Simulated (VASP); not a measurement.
Input of a VASP 6.6.1 run:

The input INCAR:

```
SYSTEM = Ga4Sb5
  PREC = Accurate
  ENCUT = 520
  EDIFF = 1E-6
  ISMEAR = 0
  SIGMA = 0.1
  LREAL = .False.
  LASPH = .True.
  NELM = 100
  ALGO = Normal
  ISIF = 2
  LWAVE = .False.
  LCHARG = .False.
  LDIPOL = .True.
  IDIPOL = 3
  DIPOL = 0.5 0.5 0.500
  GGA = PE
  NBANDS = 48
```

Contents of KPOINTS:

```
Automatic mesh
0
Gamma
  8 8 1
  0 0 0
```

POSCAR

```
Ga4Sb5
1.0
    4.3938492946      0.0000000000      0.0000000000
    0.0000000000      4.3938492946      0.0000000000
    0.0000000000      0.0000000000     27.4276825268
Sb Ga
5 4
Direct
    0.0000000000      0.5000000000      0.2726572949
    0.5000000000      0.0000000000      0.3865821652
    0.0000000000      0.5000000000      0.5000000112
    0.5000000000      0.0000000000      0.6134178522
    0.0000000000      0.5000000000      0.7273427230
    0.5000000000      0.5000000000      0.3287998136
    0.0000000000      0.0000000000      0.4429677951
    0.5000000000      0.5000000000      0.5570321727
    0.0000000000      0.0000000000      0.6712001722
```

Potentials or basis: VASP PAW PBE potentials, release 64 (Sb, Ga_d).

Command:

```console
$ cat potpaw_PBE.64/Sb/POTCAR potpaw_PBE.64/Ga_d/POTCAR > POTCAR
$ mpirun -np 1 vasp_std > vasp.out
```

(1) Predict the band gap on the k mesh.

(2) What does it give for the largest force?

Answers

(1) zero (an odd number of electrons rules out a gap without spin polarisation).

(2) 0.006 eV/Å.

Caveat: spin-orbit coupling is left out, which moves the levels of the heavy elements; an odd number of electrons without spin polarisation forces a metal; a magnetic or distorted state may lie lower.
